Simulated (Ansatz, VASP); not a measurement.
Two plane-wave programs on LiF

```
CELL_PARAMETERS angstrom
0.00000 1.95102 2.14612
1.95102 0.00000 2.14612
1.95102 1.95102 0.00000
ATOMIC_POSITIONS crystal
Li 0.00000 0.00000 0.00000
F 0.50000 0.50000 0.50000
```

Alike in both runs: task single point; functional r2SCAN; k mesh 12 × 12 × 12; occupations gaussian, width 0.05 eV; no spin polarisation.

|  | VASP | Ansatz |
| --- | --- | --- |
| version | VASP 6.6.1 | Ansatz 0.2.0 |
| potentials or method | VASP PAW PBE potentials, release 64 (Li_sv, F), cutoff 520 eV | scalar-relativistic, plane waves, PAW |
| valence electrons in the cell | 10 | 10 |

VASP gave:

```
gap on the k mesh at the Fermi level (eV) : 10.12
least direct gap on the mesh (eV)         : 10.12
```

Problem. Which values does Ansatz return?

Solution. gap on the k mesh at the Fermi level (eV): 9.93; least direct gap on the mesh (eV): 9.93.

VASP's potentials were made for PBE, not for r2SCAN.

Noted on VASP's run: the cutoff is short for stress, so the pressure is rough.
